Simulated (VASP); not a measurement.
Wanted: the native input for a VASP 6.6.1 run.

```
Task                   : single point
Functional             : LDA
Potentials or basis    : VASP PAW LDA potentials, release 64 (Ta_pv, Tc_pv)
Cutoff                 : 500 eV
k mesh                 : 7 × 7 × 7
Occupations            : methfessel-paxton, width 0.1 eV
Spin                   : no spin polarisation
Dipole correction      : no
Further INCAR settings : ALGO = Normal; EDIFF = 1e-06; NBANDS = 19
```

The structure of TaTc lies in POSCAR:

```
TaTc
1.0
    3.1145755770      0.0000000000      0.0000000000
    0.0000000000      3.1145755770      0.0000000000
    0.0000000000      0.0000000000      3.1145755770
Ta Tc
1 1
Direct
    0.0000000000      0.0000000000      0.0000000000
    0.5000000000      0.5000000000      0.5000000000
```

These files were run (other wordings do the same):

INCAR

```
PREC = Accurate ; ENCUT = 500
EDIFF = 1E-6 ; ISMEAR = 1
SIGMA = 0.1 ; LREAL = F
LASPH = T ; NELM = 120
ALGO = Normal ; ISIF = 2
LWAVE = F ; LCHARG = F
GGA = CA ; NBANDS = 19
GGA_COMPAT = F
```

KPOINTS

```
Automatic mesh
0
Gamma
  7 7 7
```

Potentials or basis: VASP PAW LDA potentials, release 64 (Ta_pv, Tc_pv).

Run with:

```sh
$ cat potpaw_LDA.64/Ta_pv/POTCAR potpaw_LDA.64/Tc_pv/POTCAR > POTCAR
$ mpirun -np 1 vasp_std > vasp.out
```

It gave:

* Pressure: 5.7 GPa
* Band gap on the k mesh: zero (band 12 reaches 10.57 eV, above the bottom of band 13 at 9.82 eV)

Caveat: spin-orbit coupling is left out, which moves the levels of the heavy elements.

Run time: 12 s on 1 thread of Intel Xeon 8259CL, on a shared host, peak memory 0.13 GiB.
